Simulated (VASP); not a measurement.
Bi: single point with PBEsol

The system is Bi.

```
Bi
1.0
     4.62715    0.00000    0.00000
     0.00000    4.49601    0.00000
    -0.34365    0.00000    6.46824
Bi
4
Direct
  0.25137 0.25000 0.74873
  0.74863 0.75000 0.25127
  0.24989 0.25000 0.24888
  0.75011 0.75000 0.75112
```

| Quantity | Value |
| --- | --- |
| Program | VASP 6.6.1 |
| Task | single point |
| Functional | PBEsol |
| Potentials or basis | VASP PAW PBE potentials, release 64 (Bi_d) |
| Cutoff | 520 eV |
| k mesh | 6 × 6 × 4 |
| Occupations | fermi-dirac, width 0.05 eV |
| Spin | no spin polarisation |

```
Pressure               : -0.6 GPa
Largest force          : 0.004 eV/Å
Band gap on the k mesh : zero (band 30 reaches 6.80 eV, above the bottom of band 31 at 6.44 eV)
```

Forces on the atoms (eV/Å):
```
Bi  -0.003  0.000  0.000
Bi   0.003  0.000  0.000
Bi  -0.003  0.000  0.001
Bi   0.003  0.000 -0.001
```

Stress tensor (GPa, compression positive):
```
-1.36  0.00  0.24
 0.00 -0.75  0.00
 0.24  0.00  0.28
```

Levels at points of the mesh, in eV from the Fermi level:
```tsv
k point	band 28	band 29	band 30	band 31	band 32	band 33
(0.00, 0.00, 0.00)	-1.76	-1.25	-1.14	2.65	3.09	3.18
(0.50, 0.00, 0.00)	-0.98	-0.89	-0.85	0.98	1.03	1.10
(0.00, 0.50, 0.00)	-1.22	-1.05	-1.05	0.78	0.78	0.85
(0.50, 0.50, 0.00)	-3.39	-2.98	-2.98	2.65	2.65	5.01
(0.00, 0.00, 0.50)	-2.27	-1.88	-1.87	2.08	2.10	3.42
(0.50, 0.00, 0.50)	-0.25	-0.19	-0.19	-0.10	-0.09	0.01
(0.00, 0.50, 0.50)	-0.55	-0.23	-0.23	-0.22	-0.22	-0.14
(0.50, 0.50, 0.50)	-4.33	0.13	0.13	0.14	0.14	5.36
```

Run time: 96 s on 1 thread of Intel(R) Xeon(R) 6975P-C (Granite Rapids), with other jobs on the host, peak memory 0.36 GiB.

Caveat: the PAW data sets were made with another functional, which shifts forces and pressure a little; spin-orbit coupling is left out, which moves the levels of the heavy elements.
